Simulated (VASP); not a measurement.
Write the native input for VASP 6.6.1 that does the following.

* Task: single point
* Functional: r2SCAN0
* Potentials or basis: VASP PAW PBE potentials, release 64 (Sn_d)
* Cutoff: 520 eV
* k mesh: 5 × 5 × 5
* Occupations: fermi-dirac, width 0.05 eV
* Spin: no spin polarisation
* Dipole correction: no
* Grid for exact exchange (PRECFOCK): Normal
* Further INCAR settings: ALGO = Normal; EDIFF = 1e-06; NBANDS = 21
* Share of exact exchange: 0.25

The system is Sn.

```xyz
2
Lattice="-2.9596 2.9596 1.6099 2.9596 -2.9596 1.6099 2.9596 2.9596 -1.6099" Properties=species:S:1:pos:R:3 pbc="T T T"
Sn    0.0000    0.0000    0.0000
Sn    0.0000    2.9596    0.8049
```

One way to write it, as run:

POSCAR

```
Sn
1.0
   -2.9596121516      2.9596121516      1.6098937015
    2.9596121516     -2.9596121516      1.6098937015
    2.9596121516      2.9596121516     -1.6098937015
Sn
2
Direct
    0.0000000000      0.0000000000      0.0000000000
    0.7500000000      0.2500000000      0.5000000000
```

INCAR.step1

```
SYSTEM = Sn
  PREC = Accurate
  ENCUT = 520
  EDIFF = 1E-5
  ISMEAR = -1
  SIGMA = 0.05
  LREAL = .False.
  LASPH = .True.
  NELM = 100
  ALGO = Normal
  ISIF = 2
  LWAVE = .True.
  LCHARG = .False.
  NBANDS = 21
  GGA = PE
```

INCAR.step2

```
SYSTEM = Sn
  PREC = Accurate
  ENCUT = 520
  EDIFF = 1E-6
  ISMEAR = -1
  SIGMA = 0.05
  LREAL = .False.
  LASPH = .True.
  NELM = 100
  ALGO = Normal
  ISIF = 2
  LWAVE = .False.
  LCHARG = .False.
  METAGGA = R2SCAN
  LHFCALC = .True.
  AEXX = 0.25
  LMIXTAU = .True.
  PRECFOCK = Normal
  NBANDS = 21
  ISTART = 1
```

KPOINTS

```
Automatic mesh
0
Gamma
  5 5 5
  0 0 0
```

Potentials or basis: VASP PAW PBE potentials, release 64 (Sn_d).

The run is started by

```bash
$ cat potpaw_PBE.64/Sn_d/POTCAR > POTCAR
$ cp INCAR.step1 INCAR
$ mpirun -np 1 vasp_std > vasp.out
$ cp INCAR.step2 INCAR
$ mpirun -np 1 vasp_std > vasp.out
```

Results of the run:

The pressure is -2.2 GPa and the band gap on the k mesh is zero (bands 14 and 15 overlap by 3.41 eV).

Caveat: the k points lie up to 0.44 Å⁻¹ apart, too coarse for converged energies and pressures of a metal; the PAW data sets were made with another functional, which shifts forces and pressure a little; spin-orbit coupling is left out, which moves the levels of the heavy elements.

It took 2.7 h on 1 thread of Intel(R) Xeon(R) Platinum 8259CL CPU @ 2.50GHz (Skylake/Cascade Lake), on a shared host, peak memory 0.25 GiB.
